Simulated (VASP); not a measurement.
# Sr (P6_3/mmc) in VASP: notebook

Sr is run at these levels: PBEsol; tasks: single point.

Program: VASP 6.6.1. These are calculated values, not measurements. Logs are shortened: lines on timing, memory, paths and dates and some standing lists are left out, and cuts for length are marked.

**1. The cell of the first run**

The structure is hexagonal, space group P6_3/mmc (No. 194). The conventional cell has a = 3.971 Å, b = 3.971 Å, c = 6.523 Å, α = 90.00°, β = 90.00°, γ = 120.00°. Within 5.2 Å of Sr (site symmetry -6m2) lie 12 Sr at 3.97 to 3.99 Å.

**2. Single point, PBEsol (volume scaled by 0.85)**

INCAR reads:

```
ALGO = Normal ; EDIFF = 1E-6
ENCUT = 520 ; GGA = PS
ISIF = 2 ; ISMEAR = -1
LASPH = True ; LCHARG = True
LELF = True ; LREAL = False
LVHAR = True ; LWAVE = False
NBANDS = 17 ; NELM = 60
PREC = Accurate ; SIGMA = 0.1
```

KPOINTS reads:

```
k-points
0
Gamma
  12 12 6
```

POSCAR reads:

```
Sr
1.0
    3.9710992360      0.0000000000      0.0000000000
   -1.9855496180      3.4390728194      0.0000000000
    0.0000000000      0.0000000000      6.5234637153
Sr
2
Direct
    0.3333333333      0.6666666667      0.2500000000
    0.6666666667      0.3333333333      0.7500000000
```

Potentials or basis: VASP PAW PBE potentials, release 64 (Sr_sv).

Command:

```
$ cat potpaw_PBE.64/Sr_sv/POTCAR > POTCAR
$ mpirun -np 1 vasp_std > vasp.out
```

OUTCAR:

```text
EDIFF = 1E-6
   ENCUT = 520
   GGA = PS
   ISIF = 2
   ISMEAR = -1
   LASPH = True
   LREAL = False
   NELM = 60
   PREC = Accurate

 ion  position               nearest neighbor table
   1  0.333  0.667  0.250-   2 3.99   2 3.99   2 3.99   2 3.99   2 3.99   2 3.99
   2  0.667  0.333  0.750-   1 3.99   1 3.99   1 3.99   1 3.99   1 3.99   1 3.99

  LATTYP: Found a hexagonal cell.
 ALAT       =     3.9710992360
 C/A-ratio  =     1.6427350030

  Lattice vectors:

 A1 = (   3.9710992360,   0.0000000000,   0.0000000000)
 A2 = (  -1.9855496180,   3.4390728194,   0.0000000000)
 A3 = (   0.0000000000,   0.0000000000,   6.5234637153)

Analysis of symmetry for initial positions (statically):
=====================================================================
 Subroutine PRICEL returns:
 Original cell was already a primitive cell.

 Routine SETGRP: Setting up the symmetry group for a
 hexagonal supercell.

 Subroutine GETGRP returns: Found 24 space group operations
 (whereof 12 operations were pure point group operations)
 out of a pool of 24 trial point group operations.

The static configuration has the point symmetry D_3d.
 The point group associated with its full space group is D_6h.

Analysis of symmetry for dynamics (positions and initial velocities):
=====================================================================
 Subroutine PRICEL returns:
 Original cell was already a primitive cell.

 Routine SETGRP: Setting up the symmetry group for a
 hexagonal supercell.

 Subroutine GETGRP returns: Found 24 space group operations
 (whereof 12 operations were pure point group operations)
 out of a pool of 24 trial point group operations.

The dynamic configuration has the point symmetry D_3d.
 The point group associated with its full space group is D_6h.

 Subroutine INISYM returns: Found 24 space group operations
 (whereof 12 operations are pure point group operations),
 and found     1 'primitive' translations

----------------------------------------------------------------------------------------

                                     Primitive cell

  volume of cell :      89.0903

  direct lattice vectors                    reciprocal lattice vectors
     3.971099236  0.000000000  0.000000000     0.251819444  0.145388024  0.000000000
    -1.985549618  3.439072819  0.000000000     0.000000000  0.290776047  0.000000000
     0.000000000  0.000000000  6.523463715     0.000000000  0.000000000  0.153292797

  length of vectors
     3.971099236  3.971099236  6.523463715     0.290776047  0.290776047  0.153292797

  position of ions in fractional coordinates (direct lattice)
     0.333333333  0.666666667  0.250000000
     0.666666667  0.333333333  0.750000000

  ion indices of the primitive-cell ions
   primitive index   ion index
                 1           1
                 2           2

----------------------------------------------------------------------------------------

 KPOINTS: k-points

Automatic generation of k-mesh.
 Grid dimensions read from file:
 generate k-points for:   12   12    6

 Generating k-lattice:

  Cartesian coordinates                     Fractional coordinates (reciprocal lattice)
     0.020984954  0.012115669  0.000000000     0.083333333  0.000000000  0.000000000
     0.000000000  0.024231337  0.000000000     0.000000000  0.083333333  0.000000000
     0.000000000  0.000000000  0.025548800     0.000000000  0.000000000  0.166666667

  Length of vectors
     0.024231337  0.024231337  0.025548800

  Shift w.r.t. Gamma in fractional coordinates (k-lattice)
     0.000000000  0.000000000  0.000000000

 Subroutine IBZKPT returns following result:
 ===========================================

 Found     76 irreducible k-points:

 Following reciprocal coordinates:
            Coordinates               Weight
  0.000000  0.000000  0.000000      1.000000
  0.083333  0.000000  0.000000      6.000000
  0.166667  0.000000  0.000000      6.000000
  0.250000  0.000000  0.000000      6.000000
  0.333333  0.000000  0.000000      6.000000
  0.416667  0.000000  0.000000      6.000000
[... 16 lines left out ...]
  0.250000  0.000000  0.166667     12.000000
  0.333333  0.000000  0.166667     12.000000
 [... further k-points ...]
   k-points           NKPTS =     76   k-points in BZ     NKDIM =     76   number of bands    NBANDS=     17
   number of dos      NEDOS =    301   number of ions     NIONS =      2
   total plane-waves  NPLWV =  45000
   dimension x,y,z NGX =    30 NGY =   30 NGZ =   50
   dimension x,y,z NGXF=    60 NGYF=   60 NGZF=  100
   ions per type =               2
   NGX,Y,Z   is equivalent  to a cutoff of  12.56, 12.56, 12.74 a.u.
   NGXF,Y,Z  is equivalent  to a cutoff of  25.12, 25.12, 25.48 a.u.
 SYSTEM =  unknown system
   PREC   = accura    normal or accurate (medium, high low for compatibility)
   ISTART =      0    job   : 0-new  1-cont  2-samecut
   ICHARG =      2    charge: 1-file 2-atom 10-const
   ISPIN  =      1    spin polarized calculation?
   LNONCOLLINEAR =      F non collinear calculations
   LSORBIT =      F    spin-orbit coupling
   LASPH  =      T    aspherical Exc in radial PAW
   ENCUT  =  520.0 eV  38.22 Ry    6.18 a.u.   7.38  7.38 12.13*2*pi/ulx,y,z
   NELM   =     60;   NELMIN=  2; NELMDL= -5     # of ELM steps
   EDIFF  = 0.1E-05   stopping-criterion for ELM
   LREAL  =      F    real-space projection
   EDIFFG = 0.1E-04   stopping-criterion for IOM
   NSW    =      0    number of steps for IOM
   IBRION =     -1    ionic relax: 0-MD 1-quasi-New 2-CG
   NFREE  =      0    steps in history (QN), initial steepest desc. (CG)
   ISIF   =      2    stress and relaxation
   ISYM   =      2    0-nonsym 1-usesym 2-fastsym
   POTIM  = 0.5000    time-step for ionic-motion
   TEBEG  =    0.0;   TEEND  =   0.0 temperature during run
   PSTRESS=    0.0 pullay stress
   NELECT =      20.0000    total number of electrons
   NUPDOWN=      -1.0000    fix difference up-down
   EMIN   =  10.00;   EMAX   =-10.00  energy-range for DOS
   EFERMI =   0.00;   METHOD = LEGACY
   ISMEAR =    -1;   SIGMA  =   0.10  broadening in eV -4-tet -1-fermi 0-gaus
   EFERMI_NEDOS =   21; number of points for ismear=-14 and -15
   IALGO  =     38    algorithm
   IMIX   =      4    mixing-type and parameters
     AMIX     =   0.40;   BMIX     =  1.00
     AMIX_MAG =   1.60;   BMIX_MAG =  1.00
  volume/ion in A,a.u.               =      44.55       300.61
  Fermi-wavevector in a.u.,A,eV,Ry     =   0.994966  1.880212 13.469175  0.989956
  Thomas-Fermi vector in A             =   2.126953
   LORBIT       =      0    0 simple, 1 ext, 2 COOP (PROOUT), +10 PAW based schemes
   GGA     = PS    functional components
   LHFCALC =     F    Hartree Fock is set to
   AEXX    =    0.0000 exact exchange contribution
   IVDW    =     0    specifies the selected vdW correction
   LEPSILON=     F    determine dielectric tensor
   LRPA    =     F    only Hartree local field effects (RPA)
 non-spin polarized calculation
  energy-cutoff  :      520.00
  volume of cell :       89.09
 maximum number of plane-waves:      2436
 NGX is ok and might be reduce to    30
   NGX = 15   NGY = 15   NGZ = 25

 number of electron      20.0000000 magnetization

 Free energy of the ion-electron system (eV)
  ---------------------------------------------------
  ext. energy  EPLUGINS =         0.00000000
  ---------------------------------------------------
  free energy    TOTEN  =        -3.60179199 eV

  energy without entropy =       -3.51698255  energy(sigma->0) =       -3.55938727

 E-fermi :   2.2267     XC(G=0):  -8.1158

 val. band max:        2.2163522446   @ k =   0.3333   0.0833   0.0000
 cond. band min:       2.2329587032   @ k =   0.3333   0.0833   0.0000
 fundamental gap:      0.0166064587
 Fermi energy:         2.2266940444

 k-point     1 :       0.0000    0.0000    0.0000
  band No.  band energies     occupation
      1     -33.8689      2.00000
      2     -33.8323      2.00000
      3     -16.1137      2.00000
      4     -15.7615      2.00000
      5     -15.7615      2.00000
      6     -15.7094      2.00000
[... 9 lines left out ...]
     16       5.2807      0.00000
     17       5.9408      0.00000

 k-point     2 :       0.0833    0.0000    0.0000
  band No.  band energies     occupation
      1     -33.8667      2.00000
      2     -33.8311      2.00000
      3     -16.1045      2.00000
      4     -15.7834      2.00000
      5     -15.7683      2.00000
      6     -15.7321      2.00000
[... 9 lines left out ...]
     16       5.4001      0.00000
     17       5.7194      0.00000

 k-point     3 :       0.1667    0.0000    0.0000
  band No.  band energies     occupation
      1     -33.8604      2.00000
      2     -33.8281      2.00000
      3     -16.0781      2.00000
      4     -15.8432      2.00000
      5     -15.7928      2.00000
      6     -15.7862      2.00000
[... 9 lines left out ...]
     16       5.3294      0.00000
     17       5.4782      0.00000

 k-point     4 :       0.2500    0.0000    0.0000
  band No.  band energies     occupation
      1     -33.8515      2.00000
      2     -33.8242      2.00000
      3     -16.0385      2.00000
      4     -15.9251      2.00000
      5     -15.8724      2.00000
      6     -15.8098      2.00000
[... 9 lines left out ...]
     16       5.7578      0.00000
     17       5.8085      0.00000

 k-point     5 :       0.3333    0.0000    0.0000
  band No.  band energies     occupation
      1     -33.8420      2.00000
      2     -33.8209      2.00000
      3     -16.0068      2.00000
      4     -15.9922      2.00000
      5     -15.9488      2.00000
      6     -15.8326      2.00000
[... 9 lines left out ...]
     16       6.3134      0.00000
     17       6.5606      0.00000

 k-point     6 :       0.4167    0.0000    0.0000
  band No.  band energies     occupation
      1     -33.8342      2.00000
      2     -33.8192      2.00000
      3     -16.0662      2.00000
      4     -16.0031      2.00000
      5     -15.9495      2.00000
      6     -15.8490      2.00000
[... 9 lines left out ...]
     16       6.9652      0.00000
     17       7.4546      0.00000

 k-point     7 :       0.5000    0.0000    0.0000
  band No.  band energies     occupation
      1     -33.8310      2.00000
      2     -33.8190      2.00000
      3     -16.0879      2.00000
      4     -16.0226      2.00000
      5     -15.9295      2.00000
      6     -15.8549      2.00000
[... 9 lines left out ...]
     16       7.4552      0.00000
     17       8.0404      0.00000

 k-point     8 :       0.0833    0.0833    0.0000
  band No.  band energies     occupation
      1     -33.8624      2.00000
      2     -33.8290      2.00000
      3     -16.0866      2.00000
      4     -15.8202      2.00000
      5     -15.7936      2.00000
      6     -15.7620      2.00000
[... 9 lines left out ...]
     16       5.3155      0.00000
     17       5.5747      0.00000
[... 203 lines left out ...]
      1     -33.8218      2.00000
      2     -33.8218      2.00000
      3     -16.0168      2.00000
      4     -15.9612      2.00000
      5     -15.9612      2.00000
      6     -15.8959      2.00000
[... 9 lines left out ...]
     16       6.7828      0.00000
     17       6.7831      0.00000

 k-point    20 :       0.0000    0.0000    0.1667
  band No.  band energies     occupation
      1     -33.8665      2.00000
      2     -33.8347      2.00000
      3     -16.0878      2.00000
      4     -15.7581      2.00000
      5     -15.7581      2.00000
      6     -15.7352      2.00000
[... 9 lines left out ...]
     16       5.1729      0.00000
     17       6.1437      0.00000

 k-point    21 :       0.0833    0.0000    0.1667
  band No.  band energies     occupation
      1     -33.8643      2.00000
      2     -33.8335      2.00000
      3     -16.0800      2.00000
      4     -15.7793      2.00000
      5     -15.7646      2.00000
      6     -15.7522      2.00000
[... 9 lines left out ...]
     16       5.2723      0.00000
     17       6.0123      0.00000

 k-point    22 :       0.1667    0.0000    0.1667
  band No.  band energies     occupation
      1     -33.8582      2.00000
      2     -33.8302      2.00000
      3     -16.0587      2.00000
      4     -15.8370      2.00000
      5     -15.8087      2.00000
      6     -15.7820      2.00000
[... 9 lines left out ...]
     16       5.4847      0.00000
     17       5.8049      0.00000

 k-point    23 :       0.2500    0.0000    0.1667
  band No.  band energies     occupation
      1     -33.8496      2.00000
      2     -33.8260      2.00000
      3     -16.0327      2.00000
      4     -15.9118      2.00000
      5     -15.8841      2.00000
      6     -15.8049      2.00000
[... 9 lines left out ...]
     16       5.8211      0.00000
     17       5.9302      0.00000

 k-point    24 :       0.3333    0.0000    0.1667
  band No.  band energies     occupation
      1     -33.8405      2.00000
      2     -33.8223      2.00000
      3     -16.0379      2.00000
      4     -15.9724      2.00000
      5     -15.9341      2.00000
      6     -15.8272      2.00000
[... 9 lines left out ...]
     16       6.3343      0.00000
     17       6.4621      0.00000

 [... further k-points ...]

------------------------ aborting loop because EDIFF is reached ----------------------------------------

  FORCE on cell =-STRESS in cart. coord.  units (eV):
  Direction    XX          YY          ZZ          XY          YZ          ZX
  --------------------------------------------------------------------------------------
  -------------------------------------------------------------------------------------
  Total        1.3771531      1.3771531      1.4302185      0.0000000      0.0000000      0.0000000
  in kB       24.7663753     24.7663753     25.7206892      0.0000000      0.0000000      0.0000000
  external PRESSURE =      25.0844799 kB  Pullay stress =       0.0000000 kB

 VOLUME and BASIS-vectors are now :
 -----------------------------------------------------------------------------
  energy-cutoff  :      520.00
  volume of cell :       89.09
      direct lattice vectors                 reciprocal lattice vectors
     3.971099236  0.000000000  0.000000000     0.251819444  0.145388024  0.000000000
    -1.985549618  3.439072819  0.000000000     0.000000000  0.290776047  0.000000000
     0.000000000  0.000000000  6.523463715     0.000000000  0.000000000  0.153292797

 POSITION                                       TOTAL-FORCE (eV/Angst)
 -----------------------------------------------------------------------------------
     -0.00000      2.29272      1.63087        -0.000000      0.000000      0.000000
      1.98555      1.14636      4.89260         0.000000     -0.000000      0.000000
 -----------------------------------------------------------------------------------
    total drift:                               -0.000000      0.000000     -0.000000

  FREE ENERGIE OF THE ION-ELECTRON SYSTEM (eV)
  ---------------------------------------------------
  free  energy   TOTEN  =        -3.6017919936 eV

  energy  without entropy=       -3.5169825450  energy(sigma->0) =       -3.55938727
```

Run time: 39 s. Hardware: 1 thread of Intel Xeon 6975P-C (Granite Rapids), shared host; peak memory 0.25 GiB.

Results:

```yaml
Free_energy: -3.6018 eV
Pressure: 2.5 GPa
Band_gap_on_the_k_mesh: zero (band 10 reaches 2.39 eV, above the bottom of band 11 at 2.14 eV)
```

Caveat: the PAW data sets were made with another functional, which shifts forces and pressure a little.

(Part 1 of 2 ends here.)
